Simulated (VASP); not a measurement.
Input of a VASP 6.6.1 run:

INCAR

```
PREC = Accurate ; ENCUT = 520
EDIFF = 1E-6 ; ISMEAR = -1
SIGMA = 0.05 ; LREAL = False
LASPH = True ; NELM = 60
ALGO = Normal ; ISIF = 2
LWAVE = False ; LCHARG = False
NBANDS = 12
```

File KPOINTS:

```
regular mesh
0
Gamma
  16 16 16
```

The input POSCAR:

```
Ga
1.0
   -1.4352138863      1.4352138863      1.4352138863
    1.4352138863     -1.4352138863      1.4352138863
    1.4352138863      1.4352138863     -1.4352138863
Ga
1
Direct
    0.0000000000      0.0000000000      0.0000000000
```

Potentials or basis: VASP PAW LDA potentials, release 64 (Ga_d).

Run with:

```sh
$ cat potpaw_LDA.64/Ga_d/POTCAR > POTCAR
$ mpirun -np 1 vasp_std > vasp.out
```

Problem. Estimate the pressure.

Solution. 63.1 GPa.
